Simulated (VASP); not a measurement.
# Sb (Im-3m) in VASP: a series of runs, part 2 of 2

VASP 6.6.1. The steps go on from the part before.

### 3 Relaxation of cell and atoms, PBEsol

This run uses another cell than the first one, of 30.12 Å³/atom.

INCAR

```
SYSTEM = Sb
  ALGO = Normal
  EDIFF = 1E-7
  EDIFFG = -0.03
  ENCUT = 500
  GGA = PS
  GGA_COMPAT = .False.
  IBRION = 2
  ISIF = 3
  ISMEAR = -1
  LASPH = .True.
  LCHARG = .False.
  LREAL = .False.
  LWAVE = .False.
  NELM = 120
  NELMIN = 4
  NSW = 80
  PREC = Accurate
  SIGMA = 0.1
```

KPOINTS

```
k-points
0
Gamma
  16 16 16
  0 0 0
```

POSCAR

```
Sb
1.0
   -1.9600000000      1.9600000000      1.9600000000
    1.9600000000     -1.9600000000      1.9600000000
    1.9600000000      1.9600000000     -1.9600000000
Sb
1
Direct
    0.0000000000      0.0000000000      0.0000000000
```

Potentials or basis: VASP PAW PBE potentials, release 64 (Sb).

Run with:

```
$ cat potpaw_PBE.64/Sb/POTCAR > POTCAR
$ mpirun -np 1 vasp_std > vasp.out
```

OUTCAR:

```text
SYSTEM = Sb
   EDIFF = 1E-7
   EDIFFG = -0.03
   ENCUT = 500
   GGA = PS
   IBRION = 2
   ISIF = 3
   ISMEAR = -1
   LASPH = .True.
   LREAL = .False.
   NELM = 120
   NELMIN = 4
   NSW = 80
   PREC = Accurate

 ion  position               nearest neighbor table
   1  0.000  0.000  0.000-

  LATTYP: Found a body centered cubic cell.
 ALAT       =     3.9200000000

  Lattice vectors:

 A1 = (  -1.9600000000,   1.9600000000,   1.9600000000)
 A2 = (   1.9600000000,  -1.9600000000,   1.9600000000)
 A3 = (   1.9600000000,   1.9600000000,  -1.9600000000)

Analysis of symmetry for initial positions (statically):
=====================================================================
 Subroutine PRICEL returns:
 Original cell was already a primitive cell.

 Routine SETGRP: Setting up the symmetry group for a
 body centered cubic supercell.

 Subroutine GETGRP returns: Found 48 space group operations
 (whereof 48 operations were pure point group operations)
 out of a pool of 48 trial point group operations.

The static configuration has the point symmetry O_h .

Analysis of symmetry for dynamics (positions and initial velocities):
=====================================================================
 Subroutine PRICEL returns:
 Original cell was already a primitive cell.

 Routine SETGRP: Setting up the symmetry group for a
 body centered cubic supercell.

 Subroutine GETGRP returns: Found 48 space group operations
 (whereof 48 operations were pure point group operations)
 out of a pool of 48 trial point group operations.

The dynamic configuration has the point symmetry O_h .

 Subroutine INISYM returns: Found 48 space group operations
 (whereof 48 operations are pure point group operations),
 and found     1 'primitive' translations

----------------------------------------------------------------------------------------

                                     Primitive cell

  volume of cell :      30.1181

[... 87 lines left out ...]
   LREAL  =      F    real-space projection
   EDIFFG = -.3E-01   stopping-criterion for IOM
   NSW    =     80    number of steps for IOM
   IBRION =      2    ionic relax: 0-MD 1-quasi-New 2-CG
   NFREE  =      1    steps in history (QN), initial steepest desc. (CG)
   ISIF   =      3    stress and relaxation
   ISYM   =      2    0-nonsym 1-usesym 2-fastsym
   POTIM  = 0.5000    time-step for ionic-motion
   TEBEG  =    0.0;   TEEND  =   0.0 temperature during run
   PSTRESS=    0.0 pullay stress
   NELECT =       5.0000    total number of electrons
   NUPDOWN=      -1.0000    fix difference up-down
   EMIN   =  10.00;   EMAX   =-10.00  energy-range for DOS
   EFERMI =   0.00;   METHOD = LEGACY
   ISMEAR =    -1;   SIGMA  =   0.10  broadening in eV -4-tet -1-fermi 0-gaus
   EFERMI_NEDOS =   21; number of points for ismear=-14 and -15
   IALGO  =     38    algorithm
   IMIX   =      4    mixing-type and parameters
     AMIX     =   0.40;   BMIX     =  1.00
     AMIX_MAG =   1.60;   BMIX_MAG =  1.00
  volume/ion in A,a.u.               =      30.12       203.25
  Fermi-wavevector in a.u.,A,eV,Ry     =   0.899751  1.700282 11.014610  0.809551
  Thomas-Fermi vector in A             =   2.022623
   LORBIT       =      0    0 simple, 1 ext, 2 COOP (PROOUT), +10 PAW based schemes
   GGA     = PS    functional components
   LHFCALC =     F    Hartree Fock is set to
   AEXX    =    0.0000 exact exchange contribution
   IVDW    =     0    specifies the selected vdW correction
   LEPSILON=     F    determine dielectric tensor
   LRPA    =     F    only Hartree local field effects (RPA)
 conjugate gradient relaxation of ions
 non-spin polarized calculation
  energy-cutoff  :      500.00
  volume of cell :       30.12
 maximum number of plane-waves:       784
 NGX is ok and might be reduce to    28
   NGX = 13   NGY = 13   NGZ = 13

--------------------------------------- Ionic step        1  -------------------------------------------

 number of electron       5.0000000 magnetization

 Free energy of the ion-electron system (eV)
  ---------------------------------------------------
  ext. energy  EPLUGINS =         0.00000000
  ---------------------------------------------------
  free energy    TOTEN  =        -4.28812143 eV

  energy without entropy =       -4.26575478  energy(sigma->0) =       -4.27693810

 E-fermi :   6.8797     XC(G=0):  -9.8545

 val. band max:        6.8743852077   @ k =   0.3125   0.1250   0.0625
 cond. band min:       6.9350290933   @ k =   0.3125   0.1875   0.1250
 fundamental gap:      0.0606438856
 Fermi energy:         6.8796886948

 k-point     1 :       0.0000    0.0000    0.0000
  band No.  band energies     occupation
      1      -5.1213      2.00000
      2      11.5773      0.00000
      3      11.5773      0.00000
      4      11.5773      0.00000
      5      17.0876      0.00000
      6      17.0876      0.00000
[... 276 lines left out ...]
--------------------------------------- Ionic step        3  -------------------------------------------

 number of electron       5.0000000 magnetization

 Free energy of the ion-electron system (eV)
  ---------------------------------------------------
  ext. energy  EPLUGINS =         0.00000000
  ---------------------------------------------------
  free energy    TOTEN  =        -4.39637930 eV

  energy without entropy =       -4.37534924  energy(sigma->0) =       -4.38586427

 E-fermi :   8.7422     XC(G=0): -10.4882

 val. band max:        8.7145413272   @ k =  -0.4375   0.5000   0.3125
 cond. band min:       8.8038244837   @ k =   0.1250   0.1250   0.0625
 fundamental gap:      0.0892831565
 Fermi energy:         8.7421676387

 k-point     1 :       0.0000    0.0000    0.0000
  band No.  band energies     occupation
      1      -4.3638      2.00000
      2      14.5515      0.00000
      3      14.5515      0.00000
      4      14.5515      0.00000
      5      19.5198      0.00000
      6      19.5198      0.00000
[... 235 lines left out ...]
  FREE ENERGIE OF THE ION-ELECTRON SYSTEM (eV)
  ---------------------------------------------------
  free  energy   TOTEN  =        -4.3963793045 eV

  energy  without entropy=       -4.3753492396  energy(sigma->0) =       -4.38586427

 reached required accuracy - stopping structural energy minimisation
```

OSZICAR:

```text
N       E                     dE             d eps       ncg     rms          rms(c)
DAV:   1     0.755938988501E+01    0.75594E+01   -0.16299E+03  1752   0.527E+02
DAV:   2    -0.408695347332E+01   -0.11646E+02   -0.11150E+02  2448   0.720E+01
DAV:   3    -0.429479326155E+01   -0.20784E+00   -0.20592E+00  2070   0.104E+01
[... 22 lines left out ...]
DAV:   3    -0.439640597375E+01    0.67157E-02   -0.12749E-02  1770   0.659E-01    0.110E-01
DAV:   4    -0.439639522541E+01    0.10748E-04   -0.77476E-05  2112   0.918E-02    0.825E-02
DAV:   5    -0.439638004522E+01    0.15180E-04   -0.63315E-06  1794   0.234E-02    0.146E-02
DAV:   6    -0.439637929685E+01    0.74837E-06   -0.20870E-07  2124   0.437E-03    0.210E-03
DAV:   7    -0.439637930447E+01   -0.76202E-08   -0.22543E-09   954   0.514E-04
   3 F= -.43963793E+01 E0= -.43858643E+01  d E =-.108258E+00
```

CONTCAR:

```text
Sb
   1.00000000000000
    -1.8655449227953214    1.8655449227953214    1.8655449227953214
     1.8655449227953214   -1.8655449227953214    1.8655449227953214
     1.8655449227953214    1.8655449227953214   -1.8655449227953214
  Sb
     1
Direct
     0.0000000000000000    0.0000000000000000    0.0000000000000000

  0.00000000E+00  0.00000000E+00  0.00000000E+00
```

Run time: 32 s. Hardware: 1 thread of Intel Xeon 6975P-C (Granite Rapids), shared host; peak memory 0.17 GiB.

What came out:

```yaml
Free_energy: -4.3964 eV
Relaxed_volume: 25.97 Å³/atom
Relaxed_cell: a = 3.231 Å, b = 3.231 Å, c = 3.231 Å, α = 109.47°, β = 109.47°, γ = 109.47°
Space_group_after_relaxing_to_0.1_Å: Im-3m (No. 229)
Energy_gained_by_relaxing: 108.3 meV/atom
Ionic_steps: 3
Pressure_after_relaxing: 0.0 GPa
Band_gap_on_the_k_mesh: zero (an odd number of electrons rules out a gap without spin polarisation)
```

Step by step:
| step | energy change (eV) | largest force (eV/Å) | pressure (GPa) | volume (Å³) |
| --- | --- | --- | --- | --- |
| 1 | 0.0000 | 0.0000 | -7.31 | 30.12 |
| 2 | -0.0891 | 0.0000 | 4.49 | 24.52 |
| 3 | -0.1083 | 0.0000 | -0.02 | 25.97 |

Final structure:
```
Sb
1.0
    -1.86554    1.86554    1.86554
     1.86554   -1.86554    1.86554
     1.86554    1.86554   -1.86554
Sb
1
Direct
  0.00000 0.00000 0.00000
```

Caveat: the PAW data sets were made with another functional, which shifts forces and pressure a little; spin-orbit coupling is left out, which moves the levels of the heavy elements.
